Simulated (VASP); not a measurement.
Here is a VASP 6.6.1 calculation.

The input POSCAR:

```
PbSe
1.0
    5.2756238605      0.0000000001      0.0000000000
   -2.6378119303      4.5688242840      0.0000000000
    0.0000000000      0.0000000000      6.3366646034
Pb Se
2 2
Direct
    0.3333333333      0.6666666667     -0.0648967816
    0.6666666667      0.3333333333      0.4351032184
    0.3333333333      0.6666666667      0.4398967816
    0.6666666667      0.3333333333      0.9398967816
```

Contents of INCAR.step1:

```
SYSTEM = PbSe
ALGO = Normal
EDIFF = 1E-4
ENCUT = 520
GGA = PE
ISMEAR = 0
LASPH = .TRUE.
LCHARG = .FALSE.
LREAL = .FALSE.
LWAVE = .TRUE.
NBANDS = 28
NELM = 80
PREC = Accurate
SIGMA = 0.01
```

INCAR.step2

```
SYSTEM = PbSe
ALGO = Normal
EDIFF = 1E-6
ENCUT = 520
ISIF = 2
ISMEAR = 0
ISTART = 1
LASPH = .TRUE.
LCHARG = .TRUE.
LELF = .TRUE.
LMIXTAU = .TRUE.
LREAL = .FALSE.
LVHAR = .TRUE.
LWAVE = .FALSE.
METAGGA = R2SCAN
NBANDS = 28
NELM = 80
PREC = Accurate
SIGMA = 0.01
```

File KPOINTS:

```
k-points
0
G
  6 6 4
  0 0 0
```

Potentials or basis: VASP PAW PBE potentials, release 64 (Pb_d, Se).

Launch:

```console
$ cat potpaw_PBE.64/Pb_d/POTCAR potpaw_PBE.64/Se/POTCAR > POTCAR
$ cp INCAR.step1 INCAR
$ mpirun -np 1 vasp_std > vasp.out
$ cp INCAR.step2 INCAR
$ mpirun -np 1 vasp_std > vasp.out
```

(1) Estimate the largest force.

(2) What does it give for the pressure?

(3) Estimate the band gap on the k mesh.

## Answers

(1) 0.014 eV/Å.

(2) -2.1 GPa.

(3) 1.55 eV, direct.

Caveat: the PAW data sets were made with another functional, which shifts forces and pressure a little; spin-orbit coupling is left out, which moves the levels of the heavy elements.
